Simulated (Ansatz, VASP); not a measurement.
## Two plane-wave programs on SiC

POSCAR

```
SiC
1.0
    3.0751950059      0.0000000000      0.0000000000
   -1.5375975029      2.6631969967      0.0000000000
    0.0000000000      0.0000000000      5.0481668544
Si C
2 2
Direct
    0.2005613999      0.6002807000     -0.0201336767
    0.5338947332      0.2669473666      0.4798663233
    0.3333333333      0.6666666667      0.3803971172
    0.6666666667      0.3333333333      0.8803971172
```

File INCAR.step1:

```
SYSTEM = SiC
PREC = Accurate
ENCUT = 520
ISMEAR = 0
SIGMA = 0.05
LREAL = .FALSE.
LASPH = .TRUE.
NELM = 60
NBANDS = 16
GGA = PE
ALGO = Normal
EDIFF = 1E-4
LWAVE = .TRUE.
LCHARG = .FALSE.
```

The input INCAR.step2:

```
SYSTEM = SiC
PREC = Accurate
ENCUT = 520
EDIFF = 1E-6
ISMEAR = 0
SIGMA = 0.05
LREAL = .FALSE.
LASPH = .TRUE.
NELM = 60
ALGO = Normal
ISIF = 2
LWAVE = .FALSE.
LCHARG = .FALSE.
METAGGA = R2SCAN
LMIXTAU = .TRUE.
NBANDS = 16
ISTART = 1
```

File KPOINTS:

```
Automatic mesh
0
G
  12 12 6
  0 0 0
```

Input for Ansatz:

```yaml
crystal:
  lattice:
    - [3.0751950059, 0.0, 0.0]
    - [-1.5375975029, 2.6631969967, 0.0]
    - [0.0, 0.0, 5.0481668544]
  atoms:
    - { symbol: Si, position: [0.2005613999, 0.6002807, -0.0201336767] }
    - { symbol: Si, position: [0.5338947332, 0.2669473666, 0.4798663233] }
    - { symbol: C, position: [0.3333333333, 0.6666666667, 0.3803971172] }
    - { symbol: C, position: [0.6666666667, 0.3333333333, 0.8803971172] }
basis:
  ecutwfc: 500
kpoints:
  mp_grid: { grid: [12, 12, 6] }
hamiltonian:
  xc: r2scan
scf:
  occupations: { method: gaussian, width: 0.05 }
output:
  forces: true
  stress: true
  eigenvalues: true
```

Change from the starting cell: all Si atoms moved +0.375 Å, as atom 1 towards its neighbour atom 4 (C) at 1.883 Å.

Alike in both runs: task single point; functional r2SCAN; k mesh 12 × 12 × 6; occupations gaussian, width 0.05 eV; no spin polarisation.

|  | VASP | Ansatz |
| --- | --- | --- |
| version | VASP 6.6.1 | Ansatz 0.2.0 |
| potentials or method | VASP PAW PBE potentials, release 64 (Si, C), cutoff 520 eV | scalar-relativistic, plane waves, PAW |
| valence electrons in the cell | 16 | 16 |

```tsv
	VASP	Ansatz	Ansatz less VASP
gap on the k mesh at the Fermi level (eV)	1.50	1.50	-0.001
least direct gap on the mesh (eV)	3.67	3.66	-0.008
pressure (GPa)	22.5	23.1	+0.60
traceless stress, the component that is largest in VASP (GPa)	-21.63	-21.93	-0.296
rms of the force components (eV/Å)	6.812	6.865	+0.0523
```

VASP's potentials were made for PBE, not for r2SCAN. Atom by atom the forces differ by 0.054 eV/Å (rms over components). With one functional, cell and mesh, what is left measures potentials, basis and numerics.
